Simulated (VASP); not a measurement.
# BN (P6_3/mmc) in VASP: single point with revPBE

Aim: the single point of BN with revPBE.

All numbers are computed with VASP 6.6.1; they aren't measurements. Logs are shortened: lines on timing, memory, paths and dates and some standing lists are left out, and cuts for length are marked.

## 1. The cell of the first run

It takes space group P6_3/mmc (No. 194, hexagonal). Conventional cell: a = 2.501 Å, b = 2.501 Å, c = 6.872 Å, α = 90.00°, β = 90.00°, γ = 120.00°. B (site symmetry -6m2) has 3 N at 1.44 Å within 1.9 Å. Within 1.9 Å of N (site symmetry -6m2) lie 3 B at 1.44 Å.

## 2. Single point, revPBE

INCAR

```
ALGO     = Normal         # electronic algorithm
EDIFF    = 1E-6           # SCF threshold, eV
ENCUT    = 600            # plane-wave cutoff, eV
GGA      = RE             # functional
GGA_COMPAT= False        
ISIF     = 2              # what is computed and relaxed
ISMEAR   = -5             # smearing method
LASPH    = True           # aspherical terms in the spheres
LCHARG   = True           # write CHGCAR
LELF     = True           # ELF
LREAL    = False          # projectors in reciprocal space
LVHAR    = True         
LWAVE    = False          # write WAVECAR
NBANDS   = 16             # bands
NELM     = 120            # most SCF steps
PREC     = Accurate       # precision mode
SIGMA    = 0.1            # smearing width, eV
```

KPOINTS

```
k-points
0
Gamma
  10 10 4
```

POSCAR

```
BN
1.0
    2.5009398558      0.0000000000      0.0000000000
   -1.2504699279      2.1658774484      0.0000000000
    0.0000000000      0.0000000000      6.8721526100
B N
2 2
Direct
    0.3333333333      0.6666666667      0.2500000000
    0.6666666667      0.3333333333      0.7500000000
    0.3333333333      0.6666666667      0.7500000000
    0.6666666667      0.3333333333      0.2500000000
```

Potentials or basis: VASP PAW PBE potentials, release 64 (B, N).

The run is started by

```console
$ cat potpaw_PBE.64/B/POTCAR potpaw_PBE.64/N/POTCAR > POTCAR
$ mpirun -np 1 vasp_std > vasp.out
```

OUTCAR:

```text
EDIFF = 1E-6
   ENCUT = 600
   GGA = RE
   ISIF = 2
   ISMEAR = -5
   LASPH = True
   LREAL = False
   NELM = 120
   PREC = Accurate

 ion  position               nearest neighbor table
   1  0.333  0.667  0.250-   4 1.44   4 1.44   4 1.44
   2  0.667  0.333  0.750-   3 1.44   3 1.44   3 1.44
   3  0.333  0.667  0.750-   2 1.44   2 1.44   2 1.44
   4  0.667  0.333  0.250-   1 1.44   1 1.44   1 1.44

  LATTYP: Found a hexagonal cell.
 ALAT       =     2.5009398558
 C/A-ratio  =     2.7478280192

  Lattice vectors:

 A1 = (   2.5009398558,   0.0000000000,   0.0000000000)
 A2 = (  -1.2504699279,   2.1658774484,   0.0000000000)
 A3 = (   0.0000000000,   0.0000000000,   6.8721526100)

Analysis of symmetry for initial positions (statically):
=====================================================================
 Subroutine PRICEL returns:
 Original cell was already a primitive cell.

 Routine SETGRP: Setting up the symmetry group for a
 hexagonal supercell.

 Subroutine GETGRP returns: Found 24 space group operations
 (whereof 12 operations were pure point group operations)
 out of a pool of 24 trial point group operations.

The static configuration has the point symmetry D_3d.
 The point group associated with its full space group is D_6h.

Analysis of symmetry for dynamics (positions and initial velocities):
=====================================================================
 Subroutine PRICEL returns:
 Original cell was already a primitive cell.

 Routine SETGRP: Setting up the symmetry group for a
 hexagonal supercell.

 Subroutine GETGRP returns: Found 24 space group operations
 (whereof 12 operations were pure point group operations)
 out of a pool of 24 trial point group operations.

The dynamic configuration has the point symmetry D_3d.
 The point group associated with its full space group is D_6h.

 Subroutine INISYM returns: Found 24 space group operations
 (whereof 12 operations are pure point group operations),
 and found     1 'primitive' translations

----------------------------------------------------------------------------------------

                                     Primitive cell

  volume of cell :      37.2246

  direct lattice vectors                    reciprocal lattice vectors
     2.500939856  0.000000000  0.000000000     0.399849680  0.230853320  0.000000000
    -1.250469928  2.165877448  0.000000000     0.000000000  0.461706640  0.000000000
     0.000000000  0.000000000  6.872152610     0.000000000  0.000000000  0.145514813

  length of vectors
     2.500939856  2.500939856  6.872152610     0.461706640  0.461706640  0.145514813

  position of ions in fractional coordinates (direct lattice)
     0.333333333  0.666666667  0.250000000
     0.666666667  0.333333333  0.750000000
     0.333333333  0.666666667  0.750000000
     0.666666667  0.333333333  0.250000000

  ion indices of the primitive-cell ions
   primitive index   ion index
                 1           1
                 2           2
                 3           3
                 4           4

----------------------------------------------------------------------------------------

 KPOINTS: k-points

Automatic generation of k-mesh.
 Grid dimensions read from file:
 generate k-points for:   10   10    4

 Generating k-lattice:

  Cartesian coordinates                     Fractional coordinates (reciprocal lattice)
     0.039984968  0.023085332  0.000000000     0.100000000  0.000000000  0.000000000
     0.000000000  0.046170664  0.000000000     0.000000000  0.100000000  0.000000000
     0.000000000  0.000000000  0.036378703     0.000000000  0.000000000  0.250000000

  Length of vectors
     0.046170664  0.046170664  0.036378703

  Shift w.r.t. Gamma in fractional coordinates (k-lattice)
     0.000000000  0.000000000  0.000000000

 TETIRR: Found    420 inequivalent tetrahedra from     2400

 Subroutine IBZKPT returns following result:
 ===========================================

 Found     42 irreducible k-points:

 Following reciprocal coordinates:
            Coordinates               Weight
  0.000000  0.000000  0.000000      1.000000
  0.100000 -0.000000  0.000000      6.000000
  0.200000 -0.000000  0.000000      6.000000
  0.300000 -0.000000  0.000000      6.000000
  0.400000 -0.000000  0.000000      6.000000
  0.500000 -0.000000  0.000000      3.000000
[... 16 lines left out ...]
  0.300000  0.100000  0.250000     24.000000
  0.400000  0.100000  0.250000     24.000000
 [... further k-points ...]
   k-points           NKPTS =     42   k-points in BZ     NKDIM =     42   number of bands    NBANDS=     16
   number of dos      NEDOS =    301   number of ions     NIONS =      4
   total plane-waves  NPLWV =  22400
   dimension x,y,z NGX =    20 NGY =   20 NGZ =   56
   dimension x,y,z NGXF=    40 NGYF=   40 NGZF=  112
   ions per type =               2   2
   NGX,Y,Z   is equivalent  to a cutoff of  13.29, 13.29, 13.55 a.u.
   NGXF,Y,Z  is equivalent  to a cutoff of  26.59, 26.59, 27.09 a.u.
 SYSTEM =  unknown system
   PREC   = accura    normal or accurate (medium, high low for compatibility)
   ISTART =      0    job   : 0-new  1-cont  2-samecut
   ICHARG =      2    charge: 1-file 2-atom 10-const
   ISPIN  =      1    spin polarized calculation?
   LNONCOLLINEAR =      F non collinear calculations
   LSORBIT =      F    spin-orbit coupling
   LASPH  =      T    aspherical Exc in radial PAW
   ENCUT  =  600.0 eV  44.10 Ry    6.64 a.u.   4.99  4.99 13.73*2*pi/ulx,y,z
   NELM   =    120;   NELMIN=  2; NELMDL= -5     # of ELM steps
   EDIFF  = 0.1E-05   stopping-criterion for ELM
   LREAL  =      F    real-space projection
   EDIFFG = 0.1E-04   stopping-criterion for IOM
   NSW    =      0    number of steps for IOM
   IBRION =     -1    ionic relax: 0-MD 1-quasi-New 2-CG
   NFREE  =      0    steps in history (QN), initial steepest desc. (CG)
   ISIF   =      2    stress and relaxation
   ISYM   =      2    0-nonsym 1-usesym 2-fastsym
   POTIM  = 0.5000    time-step for ionic-motion
   TEBEG  =    0.0;   TEEND  =   0.0 temperature during run
   PSTRESS=    0.0 pullay stress
   NELECT =      16.0000    total number of electrons
   NUPDOWN=      -1.0000    fix difference up-down
   EMIN   =  10.00;   EMAX   =-10.00  energy-range for DOS
   EFERMI =   0.00;   METHOD = LEGACY
   ISMEAR =    -5;   SIGMA  =   0.10  broadening in eV -4-tet -1-fermi 0-gaus
   EFERMI_NEDOS =   21; number of points for ismear=-14 and -15
   IALGO  =     38    algorithm
   IMIX   =      4    mixing-type and parameters
     AMIX     =   0.40;   BMIX     =  1.00
     AMIX_MAG =   1.60;   BMIX_MAG =  1.00
  volume/ion in A,a.u.               =       9.31        62.80
  Fermi-wavevector in a.u.,A,eV,Ry     =   1.235487  2.334732 20.768316  1.526428
  Thomas-Fermi vector in A             =   2.370134
   LORBIT       =      0    0 simple, 1 ext, 2 COOP (PROOUT), +10 PAW based schemes
   GGA     = RE    functional components
   LHFCALC =     F    Hartree Fock is set to
   AEXX    =    0.0000 exact exchange contribution
   IVDW    =     0    specifies the selected vdW correction
   LEPSILON=     F    determine dielectric tensor
   LRPA    =     F    only Hartree local field effects (RPA)
 non-spin polarized calculation
 Fermi weights with tetrahedron method with Bloechl corrections
  energy-cutoff  :      600.00
  volume of cell :       37.22
 maximum number of plane-waves:      1263
 NGX is ok and might be reduce to    20
   NGX =  9   NGY =  9   NGZ = 27

 number of electron      15.9999998 magnetization

 Free energy of the ion-electron system (eV)
  ---------------------------------------------------
  ext. energy  EPLUGINS =         0.00000000
  ---------------------------------------------------
  free energy    TOTEN  =       -33.95719572 eV

  energy without entropy =      -33.95719572  energy(sigma->0) =      -33.95719572

 E-fermi :   2.2107     XC(G=0):  -9.6550

 val. band max:        2.1272748617   @ k =   0.3000   0.3000   0.0000
 cond. band min:       6.5351232439   @ k =   0.5000  -0.0000   0.0000
 fundamental gap:      4.4078483821
 Fermi energy:         2.2107191438

 k-point     1 :       0.0000    0.0000    0.0000
  band No.  band energies     occupation
      1     -15.7260      2.00000
      2     -15.5075      2.00000
      3      -3.9257      2.00000
      4      -2.1814      2.00000
      5       0.8054      2.00000
      6       0.8054      2.00000
[... 8 lines left out ...]
     15      14.2009      0.00000
     16      15.2245      0.00000

 k-point     2 :       0.1000   -0.0000    0.0000
  band No.  band energies     occupation
      1     -15.5307      2.00000
      2     -15.3171      2.00000
      3      -3.6582      2.00000
      4      -1.9376      2.00000
      5       0.0114      2.00000
      6       0.0315      2.00000
[... 8 lines left out ...]
     15      14.6823      0.00000
     16      14.8970      0.00000

 k-point     3 :       0.2000   -0.0000    0.0000
  band No.  band energies     occupation
      1     -14.9604      2.00000
      2     -14.7624      2.00000
      3      -2.8711      2.00000
      4      -1.8836      2.00000
      5      -1.8533      2.00000
      6      -1.2275      2.00000
[... 8 lines left out ...]
     15      16.8207      0.00000
     16      16.9058      0.00000

 k-point     4 :       0.3000   -0.0000    0.0000
  band No.  band energies     occupation
      1     -14.0797      2.00000
      2     -13.9104      2.00000
      3      -4.0912      2.00000
      4      -4.0404      2.00000
      5      -1.6269      2.00000
      6      -1.2276      2.00000
[... 8 lines left out ...]
     15      17.7649      0.00000
     16      19.7869      0.00000
[... 324 lines left out ...]
 k-point    22 :       0.2000    0.1000    0.2500
  band No.  band energies     occupation
      1     -14.3917      2.00000
      2     -14.2633      2.00000
      3      -3.0820      2.00000
      4      -3.0590      2.00000
      5      -1.9067      2.00000
      6      -1.2910      2.00000
[... 8 lines left out ...]
     15      17.1772      0.00000
     16      17.4119      0.00000

 k-point    23 :       0.3000    0.1000    0.2500
  band No.  band energies     occupation
      1     -13.4339      2.00000
      2     -13.3325      2.00000
      3      -5.0657      2.00000
      4      -5.0279      2.00000
      5      -2.0887      2.00000
      6      -2.0554      2.00000
[... 8 lines left out ...]
     15      18.0898      0.00000
     16      19.5709      0.00000

 k-point    24 :       0.4000    0.1000    0.2500
  band No.  band energies     occupation
      1     -12.5901      2.00000
      2     -12.5362      2.00000
      3      -6.4740      2.00000
      4      -6.4352      2.00000
      5      -2.5126      2.00000
      6      -2.4772      2.00000
[... 8 lines left out ...]
     15      17.4272      0.00000
     16      19.9414      0.00000

 [... further k-points ...]

------------------------ aborting loop because EDIFF is reached ----------------------------------------

  FORCE on cell =-STRESS in cart. coord.  units (eV):
  Direction    XX          YY          ZZ          XY          YZ          ZX
  --------------------------------------------------------------------------------------
  -------------------------------------------------------------------------------------
  Total        1.9380897      1.9380897      0.7535240      0.0000000      0.0000000      0.0000000
  in kB       83.4169952     83.4169952     32.4323020      0.0000000      0.0000000      0.0000000
  external PRESSURE =      66.4220974 kB  Pullay stress =       0.0000000 kB

 VOLUME and BASIS-vectors are now :
 -----------------------------------------------------------------------------
  energy-cutoff  :      600.00
  volume of cell :       37.22
      direct lattice vectors                 reciprocal lattice vectors
     2.500939856  0.000000000  0.000000000     0.399849680  0.230853320  0.000000000
    -1.250469928  2.165877448  0.000000000     0.000000000  0.461706640  0.000000000
     0.000000000  0.000000000  6.872152610     0.000000000  0.000000000  0.145514813

 POSITION                                       TOTAL-FORCE (eV/Angst)
 -----------------------------------------------------------------------------------
     -0.00000      1.44392      1.71804        -0.000000      0.000000      0.000000
      1.25047      0.72196      5.15411         0.000000     -0.000000      0.000000
     -0.00000      1.44392      5.15411        -0.000000      0.000000      0.000000
      1.25047      0.72196      1.71804        -0.000000      0.000000      0.000000
 -----------------------------------------------------------------------------------
    total drift:                               -0.000000      0.000000      0.000000

  FREE ENERGIE OF THE ION-ELECTRON SYSTEM (eV)
  ---------------------------------------------------
  free  energy   TOTEN  =       -33.9571957164 eV

  energy  without entropy=      -33.9571957164  energy(sigma->0) =      -33.95719572
```

Run time: 25 s. Hardware: 1 thread of Intel Xeon Platinum 8375C at 2.90GHz (Ice Lake), shared host; peak memory 0.16 GiB.

What came out:

```yaml
Free_energy: -33.9572 eV
Pressure: 6.6 GPa
Band_gap_on_the_k_mesh: 4.41 eV, indirect (least direct gap 4.81 eV)
```

Stress tensor (GPa, compression positive):
```
8.34 0.00 0.00
0.00 8.34 0.00
0.00 0.00 3.24
```

Levels at points of the mesh, in eV from the valence-band top:
```
           k point  band 6  band 7  band 8  band 9  band 10  band 11
(0.00, 0.00, 0.00)   -1.32   -1.30   -1.30    5.27    10.11    11.62
(0.50, 0.00, 0.00)   -4.10   -1.34   -0.52    4.41     5.55     9.57
(0.00, 0.00, 0.50)   -1.31   -1.31   -1.31    7.43     7.43    11.66
(0.50, 0.00, 0.50)   -4.12   -0.92   -0.92    4.82     4.82     9.93
```

Caveat: the PAW data sets were made with another functional, which shifts forces and pressure a little; this functional lacks dispersion, which binds the layers, so the pressure and a relaxed spacing across them are unreliable. A k mesh can miss the band edges.
